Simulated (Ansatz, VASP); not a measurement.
LiCaF3: VASP beside Ansatz

```
Li Ca F
1.0
     3.76124    0.00000    0.00000
     0.00000    3.76124    0.00000
     0.00000    0.00000    3.59199
Li Ca F
1 1 3
Direct
  0.50000 0.50000 0.50000
  0.00000 0.00000 0.00000
  0.00000 0.50000 0.50000
  0.50000 0.50000 0.00000
  0.50000 0.00000 0.50000
```

Change from the starting cell: strain -0.0450 x Voigt [0, 0, 1, 0, 0, 0], atoms carried along.

Alike in both runs: task single point; functional LDA; k mesh 6 × 6 × 6; occupations gaussian, width 0.05 eV; no spin polarisation.

|  | VASP | Ansatz |
| --- | --- | --- |
| version | VASP 6.6.1 | Ansatz 0.2.0 |
| potentials or method | VASP PAW LDA potentials, release 64 (Li_sv, Ca_sv, F), cutoff 520 eV | scalar-relativistic, plane waves, PAW |
| valence electrons in the cell | 34 | 34 |

|  | VASP | Ansatz | Ansatz less VASP |
| --- | --- | --- | --- |
| gap on the k mesh at the Fermi level (eV) | 6.10 | 6.12 | +0.018 |
| least direct gap on the mesh (eV) | 6.29 | 6.30 | +0.017 |

LDA's correlation is that of Perdew and Zunger in VASP and of Perdew and Wang (1992) in Ansatz.

Noted on VASP's run: the cutoff is short for stress, so the pressure is rough.
